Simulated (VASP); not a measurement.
## Be: single point with r2SCAN

Be:

```
Be
1.0
     0.00000    1.53644    1.53644
     1.53644    0.00000    1.53644
     1.53644    1.53644    0.00000
Be
1
Cartesian
  0.0000 0.0000 0.0000
```

This isn't the form of Be at room conditions, which is hcp.

```json
{
 "Program": "VASP 6.6.1",
 "Task": "single point",
 "Functional": "r2SCAN",
 "Potentials or basis": "VASP PAW PBE potentials, release 64 (Be)",
 "Cutoff": "520 eV",
 "k mesh": "19 × 19 × 19",
 "Occupations": "fermi-dirac, width 0.1 eV",
 "Spin": "no spin polarisation"
}
```

```
Pressure               : 11.8 GPa
Band gap on the k mesh : zero (bands 1 and 2 overlap by 0.77 eV)
```

Levels at points of the mesh, in eV from the Fermi level:
| k point | band 1 | band 2 | band 3 | band 4 |
| --- | --- | --- | --- | --- |
| (0.00, 0.00, 0.00) | -13.35 | 22.40 | 22.40 | 22.40 |

It took 47 s on 1 thread of AMD EPYC 7R13 (shared host), peak memory 0.09 GiB.

Caveat: the cell stands under pressure; the PAW data sets were made with another functional, which shifts forces and pressure a little.
